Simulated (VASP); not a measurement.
**BaNa: single point with r2SCAN+D3(BJ)**

BaNa:

```
Na Ba
1.0
     4.71886    0.00000    0.00000
     0.00000    4.71886    0.00000
     0.00000    0.00000    4.71886
Na Ba
1 1
Direct
  0.00000 0.00000 0.00000
  0.50000 0.50000 0.50000
```

| Item | Value |
| --- | --- |
| Program | VASP 6.6.1 |
| Task | single point |
| Functional | r2SCAN |
| Dispersion | D3(BJ) |
| Potentials or basis | VASP PAW PBE potentials, release 64 (Na_pv, Ba_sv) |
| Cutoff | 520 eV |
| k mesh | 5 × 5 × 5 |
| Occupations | methfessel-paxton, width 0.1 eV |
| Spin | no spin polarisation |
| Dipole correction | no |
| Further INCAR settings | ALGO = Normal; EDIFF = 1e-06; NBANDS = 16 |

```json
{
 "Pressure": "0.0 GPa",
 "Dispersion energy per atom": "-0.078 eV"
}
```

Levels at points of the mesh, in eV from the Fermi level:
```
           k point  band 4  band 5  band 6  band 7  band 8  band 9  band 10  band 11  band 12  band 13
(0.00, 0.00, 0.00)  -25.50  -14.93  -14.93  -14.93   -3.08    0.45     0.45     3.48     3.48     3.48
```

It took 26 s on 1 thread of Intel(R) Xeon(R) 6975P-C (Granite Rapids), with other jobs on the host, peak memory 0.22 GiB.

Caveat: the PAW data sets were made with another functional, which shifts forces and pressure a little; spin-orbit coupling is left out, which moves the levels of the heavy elements; pairwise dispersion overbinds metals, which lowers pressure and volume.
